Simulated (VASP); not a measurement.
Al3Pd, 4 atoms in the cell. It takes space group Pm-3m (No. 221, cubic). The conventional cell has a = 3.947 Å, b = 3.947 Å, c = 3.947 Å, α = 90.00°, β = 90.00°, γ = 90.00°. Within 3.7 Å of Al (site symmetry 4/mmm) lie 8 Al at 2.79 Å and 4 Pd at 2.79 Å. Within 3.7 Å of Pd (site symmetry m-3m) lie 12 Al at 2.79 Å. 

* Program: VASP 6.6.1
* Task: single point
* Functional: PBE
* Potentials or basis: VASP PAW PBE potentials, release 64 (Al, Pd)
* Cutoff: 500 eV
* k mesh: 7 × 7 × 7
* Occupations: fermi-dirac, width 0.1 eV
* Spin: no spin polarisation
* Dipole correction: no
* Further INCAR settings: ALGO = Normal; EDIFF = 1e-06; NBANDS = 18

Potentials or basis: VASP PAW PBE potentials, release 64 (Al, Pd).

Run with:

```sh
$ cat potpaw_PBE.64/Al/POTCAR potpaw_PBE.64/Pd/POTCAR > POTCAR
$ mpirun -np 1 vasp_std > vasp.out
```

Hardware: 1 thread of AMD EPYC 7R13, with other jobs on the host.

Estimate the wall time of this run.

Run time: 27 s on 1 thread of AMD EPYC 7R13 (shared host), peak memory 0.15 GiB. Counts: scf iterations 12, k points 20.
